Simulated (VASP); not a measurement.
SiNi2, 6 atoms in the cell. Symmetry: P6_3/mmc, No. 194, hexagonal system. The conventional cell has a = 3.873 Å, b = 3.873 Å, c = 4.916 Å, α = 90.00°, β = 90.00°, γ = 120.00°. Si (site symmetry -6m2) has 11 Ni at 2.24 to 2.55 Å within 3.0 Å. Within 3.0 Å of Ni (site symmetry -6m2) lie 5 Si at 2.24 to 2.46 Å and 6 Ni at 2.55 Å. Within 3.2 Å of Ni (site symmetry -3m) lie 8 Ni at 2.46 to 2.55 Å and 6 Si at 2.55 Å. 

```yaml
Program: VASP 6.6.1
Task: relaxation of cell and atoms
Functional: PBEsol
Potentials_or_basis: VASP PAW PBE potentials, release 64 (Si, Ni)
Cutoff: 600 eV
k_mesh: 12 × 12 × 8
Occupations: gaussian, width 0.1 eV
Spin: no spin polarisation
Dipole_correction: no
Further_INCAR_settings: ALGO = Normal; EDIFF = 1e-07; IBRION = 2; EDIFFG = -0.002; NSW = 100; ISIF = 3
```

Potentials or basis: VASP PAW PBE potentials, release 64 (Si, Ni).

Run with:

```bash
$ cat potpaw_PBE.64/Si/POTCAR potpaw_PBE.64/Ni/POTCAR > POTCAR
$ mpirun -np 1 vasp_std > vasp.out
```

Hardware: 1 thread of Intel Xeon 8259CL, on a shared host.

Question: Estimate the wall time of this run.

Answer: It took 26 min on 1 thread of Intel Xeon 8259CL (shared host), peak memory 0.32 GiB. Counts: scf iterations 83, k points 95, ion steps 10.
